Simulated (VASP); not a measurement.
# NiO (Fm-3m) in VASP: notebook

NiO is run at these levels: PBE; tasks: single point.

All numbers are computed with VASP 6.6.1; they aren't measurements. Logs are shortened: lines on timing, memory, paths and dates and some standing lists are left out, and cuts for length are marked.

**1. The cell of the first run**

It takes space group Fm-3m (No. 225, cubic). The conventional cell has a = 4.103 Å, b = 4.103 Å, c = 4.103 Å, α = 90.00°, β = 90.00°, γ = 90.00°. Within 2.7 Å of Ni (site symmetry m-3m) lie 6 O at 2.05 Å. O (site symmetry m-3m) has 6 Ni at 2.05 Å within 2.7 Å.

**2. Single point, PBE (8.63 Å³/atom)**

The input, INCAR:

```
SYSTEM = NiO
PREC     = Accurate       ! precision mode
ENCUT    = 520            ! plane-wave cutoff, eV
EDIFF    = 1E-6           ! SCF threshold, eV
ISMEAR   = 0              ! smearing method
SIGMA    = 0.05           ! smearing width, eV
LREAL    = .False.        ! projectors in reciprocal space
LASPH    = .True.         ! aspherical terms in the spheres
NELM     = 60             ! most SCF steps
ALGO     = Normal         ! electronic algorithm
ISIF     = 2              ! what is computed and relaxed
LWAVE    = .False.        ! write WAVECAR
LCHARG   = .False.        ! write CHGCAR
GGA      = PE             ! functional
NBANDS   = 15             ! bands
```

The input, KPOINTS:

```
regular mesh
0
Gamma
  14 14 14
  0 0 0
```

The input, POSCAR:

```
NiO
1.0
    1.4506443566      0.8375299098      2.3688792790
   -1.4506443566      0.8375299098      2.3688792790
    0.0000000000     -1.6750598196      2.3688792790
Ni O
1 1
Direct
    1.0000000000      0.0000000000      0.0000000000
    0.5000000000      0.5000000000      0.5000000000
```

Potentials or basis: VASP PAW PBE potentials, release 64 (Ni, O).

The run is started by

```bash
cat potpaw_PBE.64/Ni/POTCAR potpaw_PBE.64/O/POTCAR > POTCAR
mpirun -np 1 vasp_std > vasp.out
```

OUTCAR:

```text
SYSTEM = NiO
   PREC = Accurate
   ENCUT = 520
   EDIFF = 1E-6
   ISMEAR = 0
   LREAL = .False.
   LASPH = .True.
   NELM = 60
   ISIF = 2
   GGA = PE

 ion  position               nearest neighbor table
   1  0.000  0.000  0.000-   2 2.05   2 2.05   2 2.05   2 2.05   2 2.05   2 2.05
   2  0.500  0.500  0.500-   1 2.05   1 2.05   1 2.05   1 2.05   1 2.05   1 2.05

  LATTYP: Found a face centered cubic cell.
 ALAT       =     4.1030267944

  Lattice vectors:

 A1 = (   1.4506443566,   0.8375299098,   2.3688792790)
 A2 = (  -1.4506443566,   0.8375299098,   2.3688792790)
 A3 = (   0.0000000000,  -1.6750598196,   2.3688792790)

Analysis of symmetry for initial positions (statically):
=====================================================================
 Subroutine PRICEL returns:
 Original cell was already a primitive cell.

 Routine SETGRP: Setting up the symmetry group for a
 face centered cubic supercell.

 Subroutine GETGRP returns: Found 48 space group operations
 (whereof 48 operations were pure point group operations)
 out of a pool of 48 trial point group operations.

The static configuration has the point symmetry O_h .

Analysis of symmetry for dynamics (positions and initial velocities):
=====================================================================
 Subroutine PRICEL returns:
 Original cell was already a primitive cell.

 Routine SETGRP: Setting up the symmetry group for a
 face centered cubic supercell.

 Subroutine GETGRP returns: Found 48 space group operations
 (whereof 48 operations were pure point group operations)
 out of a pool of 48 trial point group operations.

The dynamic configuration has the point symmetry O_h .

 Subroutine INISYM returns: Found 48 space group operations
 (whereof 48 operations are pure point group operations),
 and found     1 'primitive' translations

----------------------------------------------------------------------------------------

                                     Primitive cell

  volume of cell :      17.2685

  direct lattice vectors                    reciprocal lattice vectors
     1.450644357  0.837529910  2.368879279     0.344674418  0.198997868  0.140713516
    -1.450644357  0.837529910  2.368879279    -0.344674418  0.198997868  0.140713516
     0.000000000 -1.675059820  2.368879279     0.000000000 -0.397995737  0.140713516

  length of vectors
     2.901278070  2.901278070  2.901278070     0.422138484  0.422138484  0.422138484

  position of ions in fractional coordinates (direct lattice)
     0.000000000  0.000000000  0.000000000
     0.500000000  0.500000000  0.500000000

  ion indices of the primitive-cell ions
   primitive index   ion index
                 1           1
                 2           2

----------------------------------------------------------------------------------------

 KPOINTS: regular mesh

Automatic generation of k-mesh.
 Grid dimensions read from file:
 generate k-points for:   14   14   14

 Generating k-lattice:

  Cartesian coordinates                     Fractional coordinates (reciprocal lattice)
     0.024619601  0.014214133  0.010050965     0.071428571 -0.000000000 -0.000000000
    -0.024619601  0.014214133  0.010050965    -0.000000000  0.071428571 -0.000000000
     0.000000000 -0.028428267  0.010050965    -0.000000000 -0.000000000  0.071428571

  Length of vectors
     0.030152749  0.030152749  0.030152749

  Shift w.r.t. Gamma in fractional coordinates (k-lattice)
     0.000000000  0.000000000  0.000000000

 Subroutine IBZKPT returns following result:
 ===========================================

 Found    104 irreducible k-points:

 Following reciprocal coordinates:
            Coordinates               Weight
  0.000000  0.000000  0.000000      1.000000
  0.071429 -0.000000  0.000000      8.000000
  0.142857  0.000000 -0.000000      8.000000
  0.214286 -0.000000  0.000000      8.000000
  0.285714 -0.000000  0.000000      8.000000
  0.357143 -0.000000 -0.000000      8.000000
[... 16 lines left out ...]
  0.214286  0.142857  0.000000     24.000000
  0.285714  0.142857 -0.000000     24.000000
 [... further k-points ...]
   k-points           NKPTS =    104   k-points in BZ     NKDIM =    104   number of bands    NBANDS=     15
   number of dos      NEDOS =    301   number of ions     NIONS =      2
   total plane-waves  NPLWV =  13824
   dimension x,y,z NGX =    24 NGY =   24 NGZ =   24
   dimension x,y,z NGXF=    48 NGYF=   48 NGZF=   48
   ions per type =               1   1
   NGX,Y,Z   is equivalent  to a cutoff of  13.75, 13.75, 13.75 a.u.
   NGXF,Y,Z  is equivalent  to a cutoff of  27.50, 27.50, 27.50 a.u.
 SYSTEM =  NiO
   PREC   = accura    normal or accurate (medium, high low for compatibility)
   ISTART =      0    job   : 0-new  1-cont  2-samecut
   ICHARG =      2    charge: 1-file 2-atom 10-const
   ISPIN  =      1    spin polarized calculation?
   LNONCOLLINEAR =      F non collinear calculations
   LSORBIT =      F    spin-orbit coupling
   LASPH  =      T    aspherical Exc in radial PAW
   ENCUT  =  520.0 eV  38.22 Ry    6.18 a.u.   5.39  5.39  5.39*2*pi/ulx,y,z
   NELM   =     60;   NELMIN=  2; NELMDL= -5     # of ELM steps
   EDIFF  = 0.1E-05   stopping-criterion for ELM
   LREAL  =      F    real-space projection
   EDIFFG = 0.1E-04   stopping-criterion for IOM
   NSW    =      0    number of steps for IOM
   IBRION =     -1    ionic relax: 0-MD 1-quasi-New 2-CG
   NFREE  =      0    steps in history (QN), initial steepest desc. (CG)
   ISIF   =      2    stress and relaxation
   ISYM   =      2    0-nonsym 1-usesym 2-fastsym
   POTIM  = 0.5000    time-step for ionic-motion
   TEBEG  =    0.0;   TEEND  =   0.0 temperature during run
   PSTRESS=    0.0 pullay stress
   NELECT =      16.0000    total number of electrons
   NUPDOWN=      -1.0000    fix difference up-down
   EMIN   =  10.00;   EMAX   =-10.00  energy-range for DOS
   EFERMI =   0.00;   METHOD = LEGACY
   ISMEAR =     0;   SIGMA  =   0.05  broadening in eV -4-tet -1-fermi 0-gaus
   EFERMI_NEDOS =   21; number of points for ismear=-14 and -15
   IALGO  =     38    algorithm
   IMIX   =      4    mixing-type and parameters
     AMIX     =   0.40;   BMIX     =  1.00
     AMIX_MAG =   1.60;   BMIX_MAG =  1.00
  volume/ion in A,a.u.               =       8.63        58.27
  Fermi-wavevector in a.u.,A,eV,Ry     =   1.595988  3.015980 34.656465  2.547178
  Thomas-Fermi vector in A             =   2.693821
   LORBIT       =      0    0 simple, 1 ext, 2 COOP (PROOUT), +10 PAW based schemes
   GGA     = PE    functional components
   LHFCALC =     F    Hartree Fock is set to
   AEXX    =    0.0000 exact exchange contribution
   IVDW    =     0    specifies the selected vdW correction
   LEPSILON=     F    determine dielectric tensor
   LRPA    =     F    only Hartree local field effects (RPA)
 non-spin polarized calculation
 Gauss-broadening in eV      SIGMA  =   0.05
  energy-cutoff  :      520.00
  volume of cell :       17.27
 maximum number of plane-waves:       487
 NGX is ok and might be reduce to    24
   NGX = 11   NGY = 11   NGZ = 11

 number of electron      15.9999983 magnetization

 Free energy of the ion-electron system (eV)
  ---------------------------------------------------
  ext. energy  EPLUGINS =         0.00000000
  ---------------------------------------------------
  free energy    TOTEN  =       -11.35851161 eV

  energy without entropy =      -11.35536406  energy(sigma->0) =      -11.35693783

 E-fermi :   8.6580     XC(G=0): -13.0013

 val. band max:        8.6481525554   @ k =  -0.4286   0.2857   0.0714
 cond. band min:       8.6663620227   @ k =  -0.3571   0.2857   0.1429
 fundamental gap:      0.0182094673
 Fermi energy:         8.6580400750

 k-point     1 :       0.0000    0.0000    0.0000
  band No.  band energies     occupation
      1     -12.2829      2.00000
      2       5.3518      2.00000
      3       5.3518      2.00000
      4       5.3518      2.00000
      5       6.6494      2.00000
      6       6.6494      2.00000
      7       6.6494      2.00000
      8       7.0140      2.00000
      9       7.0140      2.00000
     10      10.6152      0.00000
     11      26.6837      0.00000
     12      28.1873      0.00000
     13      28.1873      0.00000
     14      28.1874      0.00000
     15      32.2067      0.00000

 k-point     2 :       0.0714   -0.0000    0.0000
  band No.  band energies     occupation
      1     -12.2202      2.00000
      2       4.8674      2.00000
      3       5.0625      2.00000
      4       5.0625      2.00000
      5       6.7117      2.00000
      6       6.7118      2.00000
      7       6.7936      2.00000
      8       7.3075      2.00000
      9       7.3075      2.00000
     10      10.9747      0.00000
     11      25.5067      0.00000
     12      28.0306      0.00000
     13      28.0307      0.00000
     14      28.8583      0.00000
     15      31.6166      0.00000

 k-point     3 :       0.1429    0.0000   -0.0000
  band No.  band energies     occupation
      1     -12.0385      2.00000
      2       3.8613      2.00000
      3       4.5174      2.00000
      4       4.5174      2.00000
      5       6.8373      2.00000
      6       6.8373      2.00000
      7       6.9998      2.00000
      8       7.9168      2.00000
      9       7.9169      2.00000
     10      11.8311      0.00000
     11      23.7265      0.00000
     12      27.3770      0.00000
     13      27.3771      0.00000
     14      29.3976      0.00000
     15      31.1125      0.00000
[... 343 lines left out ...]
 k-point    23 :       0.2143    0.1429    0.0000
  band No.  band energies     occupation
      1     -11.7731      2.00000
      2       2.6732      2.00000
      3       4.3500      2.00000
      4       4.4468      2.00000
      5       6.4496      2.00000
      6       7.1622      2.00000
      7       7.4644      2.00000
      8       7.6551      2.00000
      9       8.3812      2.00000
     10      13.2041      0.00000
     11      23.0641      0.00000
     12      24.9439      0.00000
     13      26.1906      0.00000
     14      27.1130      0.00000
     15      33.3428      0.00000

 k-point    24 :       0.2857    0.1429   -0.0000
  band No.  band energies     occupation
      1     -11.5054      2.00000
      2       2.0040      2.00000
      3       3.7479      2.00000
      4       4.0142      2.00000
      5       6.5994      2.00000
      6       7.3200      2.00000
      7       7.6006      2.00000
      8       8.1315      2.00000
      9       8.8671      0.00000
     10      14.0749      0.00000
     11      21.6268      0.00000
     12      23.6762      0.00000
     13      25.5494      0.00000
     14      27.9588      0.00000
     15      33.6839      0.00000

 [... further k-points ...]
[... 5 lines left out ...]
  --------------------------------------------------------------------------------------
  -------------------------------------------------------------------------------------
  Total        1.0159854      1.0159854      1.0159742      0.0000000      0.0000000      0.0000000
  in kB       94.2632883     94.2632883     94.2622508      0.0000000      0.0000000      0.0000000
  external PRESSURE =      94.2629425 kB  Pullay stress =       0.0000000 kB

 VOLUME and BASIS-vectors are now :
 -----------------------------------------------------------------------------
  energy-cutoff  :      520.00
  volume of cell :       17.27
      direct lattice vectors                 reciprocal lattice vectors
     1.450644357  0.837529910  2.368879279     0.344674418  0.198997868  0.140713516
    -1.450644357  0.837529910  2.368879279    -0.344674418  0.198997868  0.140713516
     0.000000000 -1.675059820  2.368879279     0.000000000 -0.397995737  0.140713516

 POSITION                                       TOTAL-FORCE (eV/Angst)
 -----------------------------------------------------------------------------------
      0.00000      0.00000      0.00000        -0.000000      0.000000     -0.000000
      0.00000      0.00000      3.55332         0.000000      0.000000      0.000000
 -----------------------------------------------------------------------------------
    total drift:                               -0.000000      0.000000     -0.000000

  FREE ENERGIE OF THE ION-ELECTRON SYSTEM (eV)
  ---------------------------------------------------
  free  energy   TOTEN  =       -11.3585116060 eV

  energy  without entropy=      -11.3553640575  energy(sigma->0) =      -11.35693783
```

Wall time 9.4 s (1 thread of Intel Xeon 6975P-C (Granite Rapids), shared host); peak memory 0.15 GiB.

Results:

| Quantity | Value |
| --- | --- |
| Free energy | -11.3585 eV |
| Pressure | 9.4 GPa |
| Band gap on the k mesh | zero (bands 8 and 9 overlap by 3.05 eV) |

Levels at points of the mesh, in eV from the Fermi level:
| k point | band 6 | band 7 | band 8 | band 9 | band 10 | band 11 |
| --- | --- | --- | --- | --- | --- | --- |
| (0.00, 0.00, 0.00) | -2.01 | -2.01 | -1.64 | -1.64 | 1.96 | 18.03 |
| (0.50, 0.00, 0.00) | -1.10 | -0.69 | 1.41 | 1.41 | 5.79 | 10.60 |
| (0.50, 0.50, 0.00) | -1.21 | -0.81 | -0.81 | -0.58 | 6.78 | 10.93 |

Caveat: the cell stands under pressure; the run has no spin polarisation, though such a crystal can be magnetic; semilocal functionals often make such compounds metallic where correlation or magnetic order opens a gap, which also shifts bond lengths.

**3. Single point, PBE (8.81 Å³/atom)**

This run uses another cell than the first one, of 8.81 Å³/atom.

The input, INCAR:

```
SYSTEM = NiO
ALGO     = Normal         ! electronic algorithm
EDIFF    = 1E-7           ! SCF threshold, eV
ENCUT    = 520            ! plane-wave cutoff, eV
GGA      = PE             ! functional
ISIF     = 2              ! what is computed and relaxed
ISMEAR   = 0              ! smearing method
LASPH    = .TRUE.         ! aspherical terms in the spheres
LCHARG   = .FALSE.        ! write CHGCAR
LREAL    = .FALSE.        ! projectors in reciprocal space
LWAVE    = .FALSE.        ! write WAVECAR
NBANDS   = 15             ! bands
NELM     = 100            ! most SCF steps
PREC     = Accurate       ! precision mode
SIGMA    = 0.05           ! smearing width, eV
```

The input, KPOINTS:

```
k-points
0
G
  14 14 14
  0 0 0
```

The input, POSCAR:

```
NiO
1.0
    1.4606491166      0.8433061607      2.3852168937
   -1.4606491166      0.8433061607      2.3852168937
    0.0000000000     -1.6866123213      2.3852168937
Ni O
1 1
Direct
    1.0000000000      0.0000000000      0.0000000000
    0.5000000000      0.5000000000      0.5000000000
```

Potentials or basis: VASP PAW PBE potentials, release 64 (Ni, O).

The run is started by

```bash
cat potpaw_PBE.64/Ni/POTCAR potpaw_PBE.64/O/POTCAR > POTCAR
mpirun -np 1 vasp_std > vasp.out
```

OUTCAR:

```text
SYSTEM = NiO
   EDIFF = 1E-7
   ENCUT = 520
   GGA = PE
   ISIF = 2
   ISMEAR = 0
   LASPH = .TRUE.
   LREAL = .FALSE.
   NELM = 100
   PREC = Accurate

 ion  position               nearest neighbor table
   1  0.000  0.000  0.000-   2 2.07   2 2.07   2 2.07   2 2.07   2 2.07   2 2.07
   2  0.500  0.500  0.500-   1 2.07   1 2.07   1 2.07   1 2.07   1 2.07   1 2.07

  LATTYP: Found a face centered cubic cell.
 ALAT       =     4.1313244250

  Lattice vectors:

 A1 = (   1.4606491166,   0.8433061607,   2.3852168937)
 A2 = (  -1.4606491166,   0.8433061607,   2.3852168937)
 A3 = (   0.0000000000,  -1.6866123213,   2.3852168937)

Analysis of symmetry for initial positions (statically):
=====================================================================
 Subroutine PRICEL returns:
 Original cell was already a primitive cell.

 Routine SETGRP: Setting up the symmetry group for a
 face centered cubic supercell.

 Subroutine GETGRP returns: Found 48 space group operations
 (whereof 48 operations were pure point group operations)
 out of a pool of 48 trial point group operations.

The static configuration has the point symmetry O_h .

[... 169 lines left out ...]
  band No.  band energies     occupation
      1     -12.3998      2.00000
      2       5.1189      2.00000
      3       5.1189      2.00000
      4       5.1189      2.00000
      5       6.3986      2.00000
      6       6.3986      2.00000
      7       6.3986      2.00000
      8       6.7468      2.00000
      9       6.7468      2.00000
     10      10.1783      0.00000
     11      26.3071      0.00000
     12      27.7111      0.00000
     13      27.7111      0.00000
     14      27.7112      0.00000
[... 401 lines left out ...]
      2       1.8397      2.00000
      3       3.5596      2.00000
      4       3.8187      2.00000
      5       6.3506      2.00000
      6       7.0430      2.00000
      7       7.3123      2.00000
      8       7.8288      2.00000
      9       8.5318      0.00000
     10      13.6266      0.00000
     11      21.2010      0.00000
     12      23.1961      0.00000
     13      25.0540      0.00000
     14      27.4410      0.00000
     15      33.1222      0.00000

 [... further k-points ...]
[... 5 lines left out ...]
  --------------------------------------------------------------------------------------
  -------------------------------------------------------------------------------------
  Total        0.4958380      0.4958380      0.4958326     -0.0000000      0.0000000     -0.0000000
  in kB       45.0650763     45.0650763     45.0645803     -0.0000000      0.0000000     -0.0000000
  external PRESSURE =      45.0649109 kB  Pullay stress =       0.0000000 kB

 VOLUME and BASIS-vectors are now :
 -----------------------------------------------------------------------------
  energy-cutoff  :      520.00
  volume of cell :       17.63
      direct lattice vectors                 reciprocal lattice vectors
     1.460649117  0.843306161  2.385216894     0.342313561  0.197634826  0.139749695
    -1.460649117  0.843306161  2.385216894    -0.342313561  0.197634826  0.139749695
     0.000000000 -1.686612321  2.385216894     0.000000000 -0.395269653  0.139749695

 POSITION                                       TOTAL-FORCE (eV/Angst)
 -----------------------------------------------------------------------------------
      0.00000      0.00000      0.00000        -0.000000     -0.000000      0.000000
      0.00000      0.00000      3.57783         0.000000      0.000000     -0.000000
 -----------------------------------------------------------------------------------
    total drift:                               -0.000000      0.000000     -0.000000

  FREE ENERGIE OF THE ION-ELECTRON SYSTEM (eV)
  ---------------------------------------------------
  free  energy   TOTEN  =       -11.3745222155 eV

  energy  without entropy=      -11.3713644399  energy(sigma->0) =      -11.37294333
```

stdout:

```text
POSCAR found type information on POSCAR NiO
 POSCAR found :  2 types and       2 ions
 scaLAPACK will be used
 LDA part: xc-table for (Slater+PW92), standard interpolation
 POSCAR, INCAR and KPOINTS ok, starting setup
 FFT: planning ... GRIDC
 FFT: planning ... GRID_SOFT
 FFT: planning ... GRID
 WAVECAR not read
 entering main loop
```

Run time: 11 s. Hardware: 1 thread of Intel Xeon 6975P-C (Granite Rapids), shared host; peak memory 0.15 GiB.

Results:

| Property | Result |
| --- | --- |
| Free energy | -11.3745 eV |
| Pressure | 4.5 GPa |
| Band gap on the k mesh | zero (bands 8 and 9 overlap by 2.96 eV) |

Levels at points of the mesh, in eV from the Fermi level:
```
           k point  band 4  band 5  band 6  band 7  band 8  band 9  band 10  band 11  band 12  band 13
(0.00, 0.00, 0.00)   -3.21   -1.93   -1.93   -1.93   -1.58   -1.58     1.85    17.98    19.38    19.38
(0.50, 0.00, 0.00)   -5.62   -1.06   -1.06   -0.67    1.38    1.38     5.76    10.41    14.44    14.44
(0.50, 0.50, 0.00)   -4.53   -2.97   -1.17   -0.78   -0.78   -0.59     6.66    10.80    12.64    17.14
```

Caveat: the cell stands under pressure; the run has no spin polarisation, though such a crystal can be magnetic; semilocal functionals often make such compounds metallic where correlation or magnetic order opens a gap, which also shifts bond lengths.

(Part 1 of 2 ends here.)
